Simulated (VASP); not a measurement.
Wanted: the native input for a VASP 6.6.1 run.

| Property | Result |
| --- | --- |
| Task | relaxation of cell and atoms |
| Functional | PBE |
| Potentials or basis | VASP PAW PBE potentials, release 64 (Zr_sv, Si) |
| Cutoff | 600 eV |
| k mesh | 10 × 10 × 10 |
| Occupations | gaussian, width 0.1 eV |
| Spin | no spin polarisation |
| Dipole correction | no |
| Further INCAR settings | ALGO = Fast; EDIFF = 1e-06; IBRION = 2; EDIFFG = -0.01; NSW = 100; ISIF = 3 |

The structure of ZrSi2 lies in POSCAR:

```
ZrSi2
1.0
    1.8530000000     -7.3675000000      0.0000000000
    1.8530000000      7.3675000000      0.0000000000
    0.0000000000      0.0000000000      3.6720000000
Zr Si
2 4
Direct
    0.8946000000      0.1054000000      0.2500000000
    0.1054000000      0.8946000000      0.7500000000
    0.5522000000      0.4478000000      0.2500000000
    0.4478000000      0.5522000000      0.7500000000
    0.2496000000      0.7504000000      0.2500000000
    0.7504000000      0.2496000000      0.7500000000
```

These files were run (other wordings do the same):

INCAR

```
SYSTEM = ZrSi2
PREC = Accurate
ENCUT = 600
EDIFF = 1E-6
ISMEAR = 0
SIGMA = 0.1
LREAL = .False.
LASPH = .True.
NELM = 80
ALGO = Fast
ISIF = 3
LWAVE = .False.
LCHARG = .False.
GGA = PE
IBRION = 2
NSW = 100
EDIFFG = -0.01
```

KPOINTS

```
regular mesh
0
Gamma
  10 10 10
  0 0 0
```

Potentials or basis: VASP PAW PBE potentials, release 64 (Zr_sv, Si).

The run is started by

```sh
$ cat potpaw_PBE.64/Zr_sv/POTCAR potpaw_PBE.64/Si/POTCAR > POTCAR
$ mpirun -np 1 vasp_std > vasp.out
```

Results of the run:

```yaml
Relaxed_volume: 16.81 Å³/atom
Relaxed_cell: a = 7.627 Å, b = 7.627 Å, c = 3.679 Å, α = 90.00°, β = 90.00°, γ = 151.89°
Space_group_after_relaxing_to_0.1_Å: Cmcm (No. 63)
Energy_gained_by_relaxing: 0.9 meV/atom
Ionic_steps: 11
Pressure_after_relaxing: 0.0 GPa
Largest_force_after_relaxing: 0.004 eV/Å
Band_gap_on_the_k_mesh: zero (bands 20 and 21 overlap by 0.94 eV)
```

Wall time 110 min on 1 thread of Oxide Virtual Turin-like Processor, with other jobs on the host, peak memory 0.68 GiB.
